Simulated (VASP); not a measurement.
Set up this calculation in VASP 6.6.1, as the native input.

- Task: single point
- Functional: r2SCAN
- Potentials or basis: VASP PAW PBE potentials, release 64 (Sr_sv, Cl)
- Cutoff: 520 eV
- k mesh: 4 × 4 × 4
- Occupations: gaussian, width 0.01 eV
- Spin: no spin polarisation
- Dipole correction: no
- Further INCAR settings: ALGO = Normal; EDIFF = 1e-07; NBANDS = 19

SrCl2:

```
Sr Cl
1.0
     2.08574    1.20420    6.13505
    -2.08574    1.20420    6.13505
     0.00000   -2.40841    6.13505
Sr Cl
1 2
Direct
  0.00020 0.00020 0.00020
  0.42277 0.42277 0.42277
  0.24369 0.24369 0.24369
```

These files were run (other wordings do the same):

POSCAR

```
SrCl2
1.0
    2.0857437684      1.2042047261      6.1350482706
   -2.0857437684      1.2042047261      6.1350482706
    0.0000000000     -2.4084094522      6.1350482706
Sr Cl
1 2
Direct
    0.0002014275      0.0002014275      0.0002014275
    0.4227725672      0.4227725672      0.4227725672
    0.2436926722      0.2436926722      0.2436926722
```

INCAR.step1

```
  PREC = Accurate
  ENCUT = 520
  ISMEAR = 0
  SIGMA = 0.01
  LREAL = F
  LASPH = T
  NELM = 100
  NBANDS = 19
  GGA = PE
  ALGO = Normal
  EDIFF = 1E-4
  LWAVE = T
  LCHARG = F
```

INCAR.step2

```
  PREC = Accurate
  ENCUT = 520
  EDIFF = 1E-7
  ISMEAR = 0
  SIGMA = 0.01
  LREAL = F
  LASPH = T
  NELM = 100
  ALGO = Normal
  ISIF = 2
  LWAVE = F
  LCHARG = T
  METAGGA = R2SCAN
  LMIXTAU = T
  LELF = T
  LVHAR = T
  NBANDS = 19
  ISTART = 1
```

KPOINTS

```
Automatic mesh
0
Gamma
  4 4 4
```

Potentials or basis: VASP PAW PBE potentials, release 64 (Sr_sv, Cl).

Run with:

```sh
$ cat potpaw_PBE.64/Sr_sv/POTCAR potpaw_PBE.64/Cl/POTCAR > POTCAR
$ cp INCAR.step1 INCAR
$ mpirun -np 1 vasp_std > vasp.out
$ cp INCAR.step2 INCAR
$ mpirun -np 1 vasp_std > vasp.out
```

Results of the run:

The pressure is 0.7 GPa and the largest force is 0.008 eV/Å. The band gap on the k mesh is 4.88 eV, direct.

Caveat: the k points lie up to 0.44 Å⁻¹ apart; the PAW data sets were made with another functional, which shifts forces and pressure a little.

Run time: 3.4 min on 1 thread of Intel(R) Xeon(R) Platinum 8375C CPU @ 2.90GHz (Ice Lake) (shared host), peak memory 0.39 GiB.
